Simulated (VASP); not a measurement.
Set up this calculation in VASP 6.6.1, as the native input.

| Item | Value |
| --- | --- |
| Task | single point |
| Functional | PBEsol |
| Potentials or basis | VASP PAW PBE potentials, release 64 (Pd) |
| Cutoff | 520 eV |
| k mesh | 18 × 18 × 18 |
| Occupations | fermi-dirac, width 0.05 eV |
| Spin | no spin polarisation |
| Dipole correction | no |
| Further INCAR settings | ALGO = Normal; EDIFF = 1e-06; NBANDS = 11 |

The structure of Pd lies in POSCAR:

```
Pd
1.0
    0.0000000000      1.9449000000      1.9449000000
    1.9449000000      0.0000000000      1.9449000000
    1.9449000000      1.9449000000      0.0000000000
Pd
1
Direct
    0.0000000000      0.0000000000      0.0000000000
```

One way to write it, as run:

INCAR

```
  PREC = Accurate
  ENCUT = 520
  EDIFF = 1E-6
  ISMEAR = -1
  SIGMA = 0.05
  LREAL = F
  LASPH = T
  NELM = 100
  ALGO = Normal
  ISIF = 2
  LWAVE = F
  LCHARG = T
  GGA = PS
  LELF = T
  LVHAR = T
  NBANDS = 11
```

KPOINTS

```
Automatic mesh
0
Gamma
  18 18 18
```

Potentials or basis: VASP PAW PBE potentials, release 64 (Pd).

Launch:

```console
$ cat potpaw_PBE.64/Pd/POTCAR > POTCAR
$ mpirun -np 1 vasp_std > vasp.out
```

It gave:

- Pressure: -2.5 GPa
- Band gap on the k mesh: zero (band 5 reaches 9.96 eV, above the bottom of band 6 at 8.37 eV)

Caveat: the PAW data sets were made with another functional, which shifts forces and pressure a little.

Wall time 18 s on 1 thread of Intel(R) Xeon(R) Platinum 8259CL CPU @ 2.50GHz (Skylake/Cascade Lake) (shared host), peak memory 0.15 GiB.
